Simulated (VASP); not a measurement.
## TiN (rocksalt type): single point with LDA

Crystal: TiN (rocksalt type).

```xyz
2
Lattice="0.0000 1.7975 1.7975 1.7975 0.0000 1.7975 1.7975 1.7975 0.0000" Properties=species:S:1:pos:R:3 pbc="T T T"
Ti    0.0000    0.0000    0.0000
N     1.7975    1.7975    1.7975
```

This cell differs from its parent crystal: volume scaled by 0.64, core large.

```
Program             : VASP 6.6.1
Task                : single point
Functional          : LDA
Potentials or basis : VASP PAW LDA potentials, release 64 (Ti_sv, N)
Cutoff              : 520 eV
k mesh              : 17 × 17 × 17
Occupations         : fermi-dirac, width 0.08 eV
Spin                : no spin polarisation
```

```json
{
 "Pressure": "359.3 GPa"
}
```

Levels at points of the mesh, in eV from the Fermi level:
```
           k point  band 5  band 6  band 7  band 8  band 9  band 10  band 11  band 12  band 13  band 14
(0.00, 0.00, 0.00)  -19.20   -2.40   -2.40   -2.40   -1.33    -1.33    -1.33     1.12     1.12    13.09
```

Wall time 70 s on 1 thread of Intel Xeon 6975P-C, with other jobs on the host, peak memory 0.15 GiB.
